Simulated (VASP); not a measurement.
Wanted: the native input for a VASP 6.6.1 run.

| Property | Result |
| --- | --- |
| Task | single point |
| Functional | PBE |
| Potentials or basis | VASP PAW PBE potentials, release 64 (Hf_pv) |
| Cutoff | 520 eV |
| k mesh | 11 × 6 × 14 |
| Occupations | gaussian, width 0.1 eV |
| Spin | no spin polarisation |
| Dipole correction | no |
| Further INCAR settings | ALGO = Fast; EDIFF = 1e-06; NBANDS = 17; ISYM = 0 |

The structure of Hf lies in POSCAR:

```
Hf
1.0
    3.2047644779      0.0000000000      0.0000000000
   -1.6023822390      5.7778219906      0.0000000000
    1.6023822390      1.3331816958      2.4342376805
Hf
2
Direct
    0.5833333333      0.2500000000      0.0833333333
    0.4166666667      0.7500000000      0.9166666667
```

The input as run:

INCAR

```
PREC = Accurate ; ENCUT = 520
EDIFF = 1E-6 ; ISMEAR = 0
SIGMA = 0.1 ; LREAL = F
LASPH = T ; NELM = 100
ALGO = Fast ; ISIF = 2
LWAVE = F ; LCHARG = F
GGA = PE ; ISYM = 0
NBANDS = 17
```

KPOINTS

```
Automatic mesh
0
Gamma
  11 6 14
```

Potentials or basis: VASP PAW PBE potentials, release 64 (Hf_pv).

Run with:

```bash
$ cat potpaw_PBE.64/Hf_pv/POTCAR > POTCAR
$ mpirun -np 1 vasp_std > vasp.out
```

Results of the run:

```
Pressure               : -0.4 GPa
Band gap on the k mesh : zero (band 10 reaches 6.04 eV, above the bottom of band 11 at 4.41 eV)
```

Caveat: spin-orbit coupling is left out, which moves the levels of the heavy elements.

It took 3.4 min on 1 thread of Intel(R) Xeon(R) Platinum 8488C (Sapphire Rapids), on a shared host, peak memory 0.4 GiB.
